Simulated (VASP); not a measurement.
Write the native input for VASP 6.6.1 that does the following.

```
Task                   : single point
Functional             : PBEsol
Potentials or basis    : VASP PAW PBE potentials, release 64 (Ge_d)
Cutoff                 : 520 eV
k mesh                 : 17 × 17 × 9
Occupations            : methfessel-paxton, width 0.05 eV
Spin                   : no spin polarisation
Dipole correction      : no
Further INCAR settings : ALGO = Normal; EDIFF = 1e-07; NBANDS = 21
```

The structure of Ge lies in POSCAR:

```
Ge
1.0
    2.9521351814      0.0000000000      0.0000000000
   -1.4760675907      2.5566240625      0.0000000000
    0.0000000000      0.0000000000      4.8456889745
Ge
2
Direct
    0.3333333333      0.6666666667      0.2500000000
    0.6666666667      0.3333333333      0.7500000000
```

This isn't the form of Ge at room conditions, which is diamond.

The input as run:

INCAR

```
PREC = Accurate ; ENCUT = 520
EDIFF = 1E-7 ; ISMEAR = 1
SIGMA = 0.05 ; LREAL = F
LASPH = T ; NELM = 100
ALGO = Normal ; ISIF = 2
LWAVE = F ; LCHARG = F
GGA = PS ; NBANDS = 21
```

KPOINTS

```
Automatic mesh
0
Gamma
  17 17 9
```

Potentials or basis: VASP PAW PBE potentials, release 64 (Ge_d).

Run with:

```bash
$ cat potpaw_PBE.64/Ge_d/POTCAR > POTCAR
$ mpirun -np 1 vasp_std > vasp.out
```

Results of the run:

```json
{
  "Pressure": "0.1 GPa",
  "Band gap on the k mesh": "zero (bands 14 and 15 overlap by 10.01 eV)"
}
```

Caveat: the PAW data sets were made with another functional, which shifts forces and pressure a little.

Run time: 2.9 min on 1 thread of AMD EPYC 7R13 (shared host), peak memory 0.19 GiB.
